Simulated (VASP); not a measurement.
A run of VASP 6.6.1:

File INCAR:

```
SYSTEM = Co
PREC     = Accurate       ! precision mode
ENCUT    = 520            ! plane-wave cutoff, eV
EDIFF    = 1E-6           ! SCF threshold, eV
ISMEAR   = 0              ! smearing method
SIGMA    = 0.15           ! smearing width, eV
LREAL    = .FALSE.        ! projectors in reciprocal space
LASPH    = .TRUE.         ! aspherical terms in the spheres
NELM     = 150            ! most SCF steps
ALGO     = Normal         ! electronic algorithm
ISIF     = 2              ! what is computed and relaxed
LWAVE    = .FALSE.        ! write WAVECAR
LCHARG   = .TRUE.         ! write CHGCAR
ISPIN    = 2              ! spin polarisation
MAGMOM   = 1.85 1.85      ! initial moments
LORBIT   = 11             ! projections on sites
LMAXMIX  = 4              ! l up to which the mixer works
GGA      = PE             ! functional
LELF     = .TRUE.         ! ELF
LVHAR    = .TRUE.       
NBANDS   = 20             ! bands
```

Contents of KPOINTS:

```
regular mesh
0
G
  21 21 12
  0 0 0
```

Contents of POSCAR:

```
Co
1.0
    2.5190008694      0.0000000000      0.0000000000
   -1.2595004347      2.1815187451      0.0000000000
    0.0000000000      0.0000000000      4.0910000000
Co
2
Direct
    0.3333333333      0.6666666667      0.2500000000
    0.6666666667      0.3333333333      0.7500000000
```

Potentials or basis: VASP PAW PBE potentials, release 64 (Co).

Command:

```console
$ cat potpaw_PBE.64/Co/POTCAR > POTCAR
$ mpirun -np 1 vasp_std > vasp.out
```

Hardware: 1 thread of Intel(R) Xeon(R) Platinum 8259CL CPU @ 2.50GHz (Skylake/Cascade Lake), on a shared host.

Question: How long does it take, and how much memory?

Answer: It took 3.6 min on 1 thread of Intel(R) Xeon(R) Platinum 8259CL CPU @ 2.50GHz (Skylake/Cascade Lake), with other jobs on the host, peak memory 0.31 GiB. Counts: scf iterations 13, k points 336.
